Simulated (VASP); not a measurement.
# AgCl (Fm-3m) in VASP: further runs, part 2 of 2

VASP 6.6.1. The steps go on from the part before.

## 3. Single point, r2SCAN

Contents of POSCAR:

```
AgCl
1.0
    2.7726427127      2.7726427127      0.0000000000
   -2.7726427127      2.7726427127      0.0000000000
    0.0000000000      2.7726427127      2.7726427127
Ag Cl
1 1
Direct
    0.0000000000      0.0000000000      0.0000000000
    0.5000000000      0.5000000000      0.0000000000
```

Contents of INCAR.step1:

```
ALGO     = Normal         # electronic algorithm
EDIFF    = 1E-4           # SCF threshold, eV
ENCUT    = 520            # plane-wave cutoff, eV
GGA      = PE             # functional
ISMEAR   = -1             # smearing method
LASPH    = True           # aspherical terms in the spheres
LCHARG   = False          # write CHGCAR
LREAL    = False          # projectors in reciprocal space
LWAVE    = True           # write WAVECAR
NBANDS   = 16             # bands
NELM     = 80             # most SCF steps
PREC     = Accurate       # precision mode
SIGMA    = 0.1            # smearing width, eV
```

Contents of INCAR.step2:

```
ALGO     = Normal         # electronic algorithm
EDIFF    = 1E-6           # SCF threshold, eV
ENCUT    = 520            # plane-wave cutoff, eV
ISIF     = 2              # what is computed and relaxed
ISMEAR   = -1             # smearing method
ISTART   = 1            
LASPH    = True           # aspherical terms in the spheres
LCHARG   = False          # write CHGCAR
LMIXTAU  = True         
LREAL    = False          # projectors in reciprocal space
LWAVE    = False          # write WAVECAR
METAGGA  = R2SCAN         # meta-GGA
NBANDS   = 16             # bands
NELM     = 80             # most SCF steps
PREC     = Accurate       # precision mode
SIGMA    = 0.1            # smearing width, eV
```

Contents of KPOINTS:

```
k-points
0
Gamma
  12 12 12
```

Potentials or basis: VASP PAW PBE potentials, release 64 (Ag, Cl).

Run with:

```
> cat potpaw_PBE.64/Ag/POTCAR potpaw_PBE.64/Cl/POTCAR > POTCAR
> cp INCAR.step1 INCAR
> mpirun -np 1 vasp_std > vasp.out
> cp INCAR.step2 INCAR
> mpirun -np 1 vasp_std > vasp.out
```

OUTCAR:

```text
EDIFF = 1E-6
   ENCUT = 520
   ISIF = 2
   ISMEAR = -1
   ISTART = 1
   LASPH = True
   LREAL = False
   METAGGA = R2SCAN
   NELM = 80
   PREC = Accurate

 ion  position               nearest neighbor table
   1  0.000  0.000  0.000-   2 2.77   2 2.77   2 2.77   2 2.77   2 2.77   2 2.77
   2  0.500  0.500  0.000-   1 2.77   1 2.77   1 2.77   1 2.77   1 2.77   1 2.77

  LATTYP: Found a face centered cubic cell.
 ALAT       =     5.5452854254

  Lattice vectors:

 A1 = (   0.0000000000,   2.7726427127,   2.7726427127)
 A2 = (   2.7726427127,   0.0000000000,   2.7726427127)
 A3 = (   2.7726427127,   2.7726427127,   0.0000000000)

Analysis of symmetry for initial positions (statically):
=====================================================================
 Subroutine PRICEL returns:
 Original cell was already a primitive cell.

 Routine SETGRP: Setting up the symmetry group for a
 face centered cubic supercell.

 Subroutine GETGRP returns: Found 48 space group operations
 (whereof 48 operations were pure point group operations)
 out of a pool of 48 trial point group operations.

The static configuration has the point symmetry O_h .

Analysis of symmetry for dynamics (positions and initial velocities):
=====================================================================
 Subroutine PRICEL returns:
 Original cell was already a primitive cell.

 Routine SETGRP: Setting up the symmetry group for a
 face centered cubic supercell.

 Subroutine GETGRP returns: Found 48 space group operations
 (whereof 48 operations were pure point group operations)
 out of a pool of 48 trial point group operations.

The dynamic configuration has the point symmetry O_h .

 Subroutine INISYM returns: Found 48 space group operations
 (whereof 48 operations are pure point group operations),
 and found     1 'primitive' translations

----------------------------------------------------------------------------------------

[... 106 lines left out ...]
   EFERMI =   0.00;   METHOD = LEGACY
   ISMEAR =    -1;   SIGMA  =   0.10  broadening in eV -4-tet -1-fermi 0-gaus
   EFERMI_NEDOS =   21; number of points for ismear=-14 and -15
   IALGO  =     38    algorithm
   IMIX   =      4    mixing-type and parameters
     AMIX     =   0.40;   BMIX     =  1.00
     AMIX_MAG =   1.60;   BMIX_MAG =  1.00
  volume/ion in A,a.u.               =      21.31       143.84
  Fermi-wavevector in a.u.,A,eV,Ry     =   1.228179  2.320922 20.523358  1.508424
  Thomas-Fermi vector in A             =   2.363115
   LORBIT       =      0    0 simple, 1 ext, 2 COOP (PROOUT), +10 PAW based schemes
   METAGGA = R2SCAN    functional components
   LHFCALC =     F    Hartree Fock is set to
   AEXX    =    0.0000 exact exchange contribution
   IVDW    =     0    specifies the selected vdW correction
   LEPSILON=     F    determine dielectric tensor
   LRPA    =     F    only Hartree local field effects (RPA)
 non-spin polarized calculation
  energy-cutoff  :      520.00
  volume of cell :       42.63
 maximum number of plane-waves:      1174
 NGX is ok and might be reduce to    30
   NGX = 15   NGY = 15   NGZ = 15

 number of electron      18.0000005 magnetization

 Free energy of the ion-electron system (eV)
  ---------------------------------------------------
  ext. energy  EPLUGINS =         0.00000000
  ---------------------------------------------------
  free energy    TOTEN  =       -28.64323197 eV

  energy without entropy =      -28.64321028  energy(sigma->0) =      -28.64322113

 E-fermi :   4.4773     XC(G=0): -10.5111

 val. band max:        3.5437630561   @ k =   0.5000   0.0000   0.0000
 cond. band min:       4.9664108199   @ k =   0.0000   0.0000   0.0000
 fundamental gap:      1.4226477637
 Fermi energy:         4.4772504734

 k-point     1 :       0.0000    0.0000    0.0000
  band No.  band energies     occupation
      1     -12.2733      2.00000
      2       1.0966      2.00000
      3       1.0966      2.00000
      4       1.0966      2.00000
      5       1.1094      2.00000
      6       1.1094      2.00000
[... 433 lines left out ...]
      3      -0.5418      2.00000
      4      -0.3580      2.00000
      5       1.2596      2.00000
      6       1.4783      2.00000
[... 8 lines left out ...]
     15      18.4085      0.00000
     16      18.8224      0.00000

 [... further k-points ...]
[... 5 lines left out ...]
  --------------------------------------------------------------------------------------
  -------------------------------------------------------------------------------------
  Total       -0.0222317     -0.0222317     -0.0222317      0.0000000     -0.0000000     -0.0000000
  in kB       -0.8355478     -0.8355478     -0.8355478      0.0000000     -0.0000000     -0.0000000
  external PRESSURE =      -0.8355478 kB  Pullay stress =       0.0000000 kB

 VOLUME and BASIS-vectors are now :
 -----------------------------------------------------------------------------
  energy-cutoff  :      520.00
  volume of cell :       42.63
      direct lattice vectors                 reciprocal lattice vectors
     2.772642713  2.772642713  0.000000000     0.180333368  0.180333368 -0.180333368
    -2.772642713  2.772642713  0.000000000    -0.180333368  0.180333368 -0.180333368
     0.000000000  2.772642713  2.772642713     0.000000000  0.000000000  0.360666737

 POSITION                                       TOTAL-FORCE (eV/Angst)
 -----------------------------------------------------------------------------------
      0.00000      0.00000      0.00000         0.000000     -0.000000      0.000000
      0.00000      2.77264      0.00000        -0.000000      0.000000      0.000000
 -----------------------------------------------------------------------------------
    total drift:                               -0.000000     -0.000000      0.000000

  FREE ENERGIE OF THE ION-ELECTRON SYSTEM (eV)
  ---------------------------------------------------
  free  energy   TOTEN  =       -28.6432319723 eV

  energy  without entropy=      -28.6432102780  energy(sigma->0) =      -28.64322113
```

OSZICAR.step1:

```text
N       E                     dE             d eps       ncg     rms          rms(c)
DAV:   1     0.994329196448E+02    0.99433E+02   -0.87008E+03  2376   0.102E+03
DAV:   2    -0.190120792123E+01   -0.10133E+03   -0.93641E+02  2872   0.224E+02
DAV:   3    -0.555198760761E+01   -0.36508E+01   -0.36435E+01  2920   0.440E+01
DAV:   4    -0.557711736097E+01   -0.25130E-01   -0.25128E-01  2952   0.392E+00
DAV:   5    -0.557745888119E+01   -0.34152E-03   -0.34152E-03  2840   0.448E-01    0.617E+00
DAV:   6    -0.539870730706E+01    0.17875E+00   -0.24516E-01  2920   0.643E+00    0.400E+00
DAV:   7    -0.539478935863E+01    0.39179E-02   -0.96453E-02  2824   0.206E+00    0.198E+00
DAV:   8    -0.539410362567E+01    0.68573E-03   -0.45869E-03  2792   0.697E-01    0.313E-01
DAV:   9    -0.539418417419E+01   -0.80549E-04   -0.49132E-04  2952   0.274E-01
   1 F= -.53941842E+01 E0= -.53940868E+01  d E =-.194678E-03
```

Run time: 91 s. Hardware: 1 thread of Intel Xeon 6975P-C (Granite Rapids), shared host; peak memory 0.21 GiB.

What came out:

| Quantity | Value |
| --- | --- |
| Free energy | -28.6432 eV |
| Pressure | -0.1 GPa |
| Band gap on the k mesh | 1.42 eV (least direct gap 3.58 eV) |

Levels at points of the mesh, in eV from the valence-band top:
| k point | band 5 | band 6 | band 7 | band 8 | band 9 | band 10 | band 11 | band 12 | band 13 | band 14 |
| --- | --- | --- | --- | --- | --- | --- | --- | --- | --- | --- |
| (0.00, 0.00, 0.00) | -2.43 | -2.43 | -2.43 | -2.38 | -2.38 | 1.42 | 11.34 | 11.34 | 11.34 | 12.76 |
| (0.50, 0.00, 0.00) | -2.07 | -2.07 | -1.75 | 0.00 | 0.00 | 4.70 | 7.17 | 8.27 | 8.27 | 14.09 |
| (0.50, 0.50, 0.00) | -2.76 | -2.20 | -1.96 | -1.96 | -1.84 | 2.93 | 8.35 | 9.24 | 12.35 | 12.35 |

Caveat: the PAW data sets were made with another functional, which shifts forces and pressure a little. A k mesh can miss the band edges.

## 4. Relaxation of cell and atoms, r2SCAN

This run uses another cell than the first one, of 20.46 Å³/atom.

Contents of POSCAR:

```
AgCl
1.0
    2.7350000000      2.7350000000      0.0000000000
   -2.7350000000      2.7350000000      0.0000000000
    0.0000000000      2.7350000000      2.7350000000
Ag Cl
1 1
Direct
    0.0000000000      0.0000000000      0.0000000000
    0.5000000000      0.5000000000      0.0000000000
```

Contents of INCAR.step1:

```
SYSTEM = AgCl
  PREC = Accurate
  ENCUT = 600
  ISMEAR = -1
  SIGMA = 0.1
  LREAL = .False.
  LASPH = .True.
  NELM = 100
  GGA = PE
  ALGO = Normal
  EDIFF = 1E-4
  LWAVE = .True.
  LCHARG = .False.
```

Contents of INCAR.step2:

```
SYSTEM = AgCl
  PREC = Accurate
  ENCUT = 600
  EDIFF = 1E-7
  ISMEAR = -1
  SIGMA = 0.1
  LREAL = .False.
  LASPH = .True.
  NELM = 100
  ALGO = Normal
  ISIF = 3
  LWAVE = .False.
  LCHARG = .False.
  METAGGA = R2SCAN
  LMIXTAU = .True.
  IBRION = 2
  NSW = 100
  EDIFFG = -0.002
  ISTART = 1
```

Contents of KPOINTS:

```
Automatic mesh
0
Gamma
  12 12 12
  0 0 0
```

Run with:

```
> cat potpaw_PBE.64/Ag/POTCAR potpaw_PBE.64/Cl/POTCAR > POTCAR
> cp INCAR.step1 INCAR
> mpirun -np 1 vasp_std > vasp.out
> cp INCAR.step2 INCAR
> mpirun -np 1 vasp_std > vasp.out
```

It took 2.5 min on 1 thread of Intel Xeon 6975P-C (Granite Rapids), shared host; peak memory 0.23 GiB.

Results (log left out):

| Item | Value |
| --- | --- |
| Free energy | -28.6433 eV |
| Relaxed volume | 21.29 Å³/atom |
| Relaxed cell | a = 3.920 Å, b = 3.920 Å, c = 3.920 Å, α = 60.00°, β = 60.00°, γ = 90.00° |
| Space group after relaxing (to 0.1 Å) | Fm-3m (No. 225) |
| Energy gained by relaxing | 5.6 meV/atom |
| Ionic steps | 3 |
| Pressure after relaxing | 0.0 GPa |
| Band gap on the k mesh | 1.42 eV (least direct gap 3.58 eV) |

Step by step:
| step | energy change (eV) | largest force (eV/Å) | pressure (GPa) | volume (Å³) |
| --- | --- | --- | --- | --- |
| 1 | 0.0000 | 0.0000 | 2.28 | 40.92 |
| 2 | -0.0113 | 0.0000 | -0.10 | 42.66 |
| 3 | -0.0113 | 0.0000 | 0.00 | 42.58 |

Final structure:
```
CELL_PARAMETERS angstrom
2.77160 2.77160 0.00000
-2.77160 2.77160 0.00000
0.00000 2.77160 2.77160
ATOMIC_POSITIONS crystal
Ag 0.00000 0.00000 0.00000
Cl 0.50000 0.50000 0.00000
```

Levels at points of the mesh, in eV from the valence-band top:
| k point | band 5 | band 6 | band 7 | band 8 | band 9 | band 10 | band 11 | band 12 | band 13 |
| --- | --- | --- | --- | --- | --- | --- | --- | --- | --- |
| (0.00, 0.00, 0.00) | -2.44 | -2.44 | -2.44 | -2.39 | -2.39 | 1.42 | 11.34 | 11.34 | 11.34 |
| (0.50, 0.00, 0.00) | -2.08 | -2.08 | -1.76 | 0.00 | 0.00 | 4.70 | 7.17 | 8.27 | 8.27 |
| (0.50, 0.50, 0.00) | -2.76 | -2.20 | -1.96 | -1.96 | -1.85 | 2.93 | 8.34 | 9.25 | 12.35 |

Caveat: the PAW data sets were made with another functional, which shifts forces and pressure a little. A k mesh can miss the band edges.

## 5. Summary

```tsv
task	cell	k mesh	cutoff (eV)	smearing	gap on the mesh (eV)	pressure (GPa)
single point	a = 3.921 Å, angles 60.0, 60.0, 90.0°, 2 atoms	8 × 8 × 8	520	gaussian 0.01 eV	1.42	-0.1
single point	a = 3.921 Å, angles 60.0, 60.0, 90.0°, 2 atoms	12 × 12 × 12	520	fermi-dirac 0.1 eV	1.42	-0.1
relaxation of cell and atoms	relaxed from a = 3.868 Å, angles 60.0, 60.0, 90.0°, 2 atoms	12 × 12 × 12	600	fermi-dirac 0.1 eV	1.42	0.0
```

Alike in all rows: level r2SCAN; potentials or basis VASP PAW PBE potentials, release 64 (Ag, Cl); no spin polarisation.

Caveats: the PAW data sets were made with another functional, which shifts forces and pressure a little.

Absolute energies hang on the potentials; compare differences alone.
